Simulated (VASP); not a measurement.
The system is NaH2.

```xyz
3
Lattice="0.0000 4.8321 4.8321 2.4160 0.0000 2.4160 2.4160 2.4160 0.0000" Properties=species:S:1:pos:R:3 pbc="T T T"
Na    0.0000    0.0000    0.0000
H     2.4160    2.4160    2.4160
H     2.4160    4.8321    4.8321
```

This cell differs from its parent crystal: atoms taken out.

| Property | Result |
| --- | --- |
| Program | VASP 6.6.1 |
| Task | relaxation of cell and atoms |
| Functional | PBE |
| Potentials or basis | VASP PAW PBE potentials, release 64 (Na_pv, H) |
| Cutoff | 600 eV |
| k mesh | 6 × 6 × 6 |
| Occupations | gaussian, width 0.1 eV |
| Spin | no spin polarisation |

At the start: pressure -1.5 GPa; volume 18.80 Å³/atom.

**Question.** How do energy, volume and symmetry change on relaxing?

**Answer.** Over 34 steps the energy falls by 345.9 meV/atom and the volume is 12.08 Å³/atom (-35.8 %); space group R-3m (No. 166, to 0.1 Å) before and after.

The path:
```csv
step,energy change (eV),largest force (eV/Å),pressure (GPa),volume (Å³)
1,0.0000,0.2661,-1.53,56.41
2,-0.0353,0.2185,-1.27,54.95
3,-0.1307,0.0892,-0.39,50.64
4,-0.3038,0.1808,2.01,42.30
5,-0.3568,0.3823,15.92,26.77
6,-0.4126,0.3453,3.83,37.22
7,-0.4437,0.3456,3.87,36.84
8,-0.5353,0.3431,4.01,35.66
9,-0.6943,0.2546,4.70,33.05
10,-0.5068,0.8225,12.92,26.76
11,-0.7561,0.1420,5.73,31.21
12,-0.7554,0.0583,6.51,30.39
13,-0.8035,0.0283,4.75,31.64
14,-0.8726,0.0342,0.77,35.59
15,-0.8751,0.0429,0.14,36.48
16,-0.8752,0.0445,0.01,36.67
17,-0.8754,0.0452,-0.01,36.68
18,-0.8762,0.0477,-0.03,36.72
19,-0.8777,0.0541,-0.09,36.79
20,-0.8816,0.0663,-0.20,36.95
21,-0.8917,0.1169,-0.39,37.25
22,-0.9390,0.2378,-0.83,37.86
23,-1.0167,0.0663,-1.79,39.10
24,-1.0172,0.0176,-1.92,39.29
25,-1.0175,0.0379,-1.87,39.21
26,-1.0176,0.0357,-1.86,39.21
27,-1.0180,0.0288,-1.86,39.20
28,-1.0186,0.0148,-1.84,39.18
29,-1.0190,0.0136,-1.87,39.14
30,-1.0198,0.0136,-1.83,39.08
31,-1.0222,0.0135,-1.72,38.89
32,-1.0265,0.0135,-1.52,38.50
33,-1.0331,0.0135,-1.07,37.74
34,-1.0376,0.0139,-0.02,36.24
```

Final structure:
```
CELL_PARAMETERS angstrom
1.91072 3.46429 3.46429
2.68750 0.00000 2.68750
2.68750 2.68750 0.00000
ATOMIC_POSITIONS crystal
Na 0.00000 0.00000 0.00000
H 0.02214 0.65191 0.65191
H 0.97786 0.34809 0.34809
```

Caveat: the cell differs from its parent crystal (atoms taken out); the volume moved by over 15 % at a fixed basis, so the end points are rough.
